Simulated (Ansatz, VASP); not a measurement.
# Two plane-wave programs on Sn

```
CELL_PARAMETERS angstrom
-1.87240 1.87240 1.87240
1.87240 -1.87240 1.87240
3.74479 3.74479 0.00000
ATOMIC_POSITIONS crystal
Sn 0.97330 0.97330 0.00000
Sn 0.52670 0.52670 0.50000
```

Change from the starting cell: mode 5 (36.0 1/cm) frozen in, largest displacement +0.100 Å.

Alike in both runs: task single point; functional PBEsol; k mesh 20 × 20 × 12; occupations gaussian, width 0.15 eV; no spin polarisation.

|  | VASP | Ansatz |
| --- | --- | --- |
| version | VASP 6.6.1 | Ansatz 0.2.0 |
| potentials or method | VASP PAW PBE potentials, release 64 (Sn_d), cutoff 520 eV | scalar-relativistic, plane waves, PAW |
| valence electrons in the cell | 28 | 28 |

```csv
,VASP,Ansatz,Ansatz less VASP
gap on the k mesh at the Fermi level (eV),none,none,-
pressure (GPa),-0.2,-0.2,+0.05
"traceless stress, the component that is largest in VASP (GPa)",0.30,0.30,-0.002
rms of the force components (eV/Å),0.037,0.037,-0.0002
```

VASP's potentials were made for PBE, not for PBEsol. Atom by atom the forces differ by 0.000 eV/Å (rms over components). A gap of «none» marks a metal or a gap that the smearing closes.
